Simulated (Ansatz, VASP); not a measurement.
One calculation of KTaO3, two programs

```
K Ta O
1.0
     3.74311    0.00000    0.00000
     0.00000    3.83689    0.00000
     0.00000    0.00000    4.02485
K Ta O
1 1 3
Direct
  0.50000 0.50000 0.50000
  0.00000 0.00000 0.00000
  0.50000 0.00000 0.00000
  0.00000 0.50000 0.00000
  0.00000 0.00000 0.50000
```

Change from the starting cell: normal strain along x -0.0700, normal strain along y -0.0467.

Alike in both runs: task single point; functional PBE; k mesh 8 × 8 × 8; occupations gaussian, width 0.05 eV; no spin polarisation.

```csv
,VASP,Ansatz
version,VASP 6.6.1,Ansatz 0.2.0
potentials or method,"VASP PAW PBE potentials, release 64 (K_sv, Ta_pv, O), cutoff 520 eV","scalar-relativistic, plane waves, PAW"
valence electrons in the cell,38,40
```

VASP gave:

```
gap on the k mesh at the Fermi level (eV)                     : 2.26
least direct gap on the mesh (eV)                             : 2.75
pressure (GPa)                                                : 32.7
traceless stress, the component that is largest in VASP (GPa) : -21.07
```

Q: What did Ansatz give for the same quantities?

A: gap on the k mesh at the Fermi level (eV): 2.31; least direct gap on the mesh (eV): 2.79; pressure (GPa): 31.5; traceless stress, the component that is largest in VASP (GPa): -20.67.

Both programs put the cell under a high pressure, so it lies far from rest at this level. VASP's potentials hold 38 valence electrons a cell and Ansatz's 40, so a difference there can come from the potentials and not from the codes.

Neither program's run includes spin-orbit coupling.
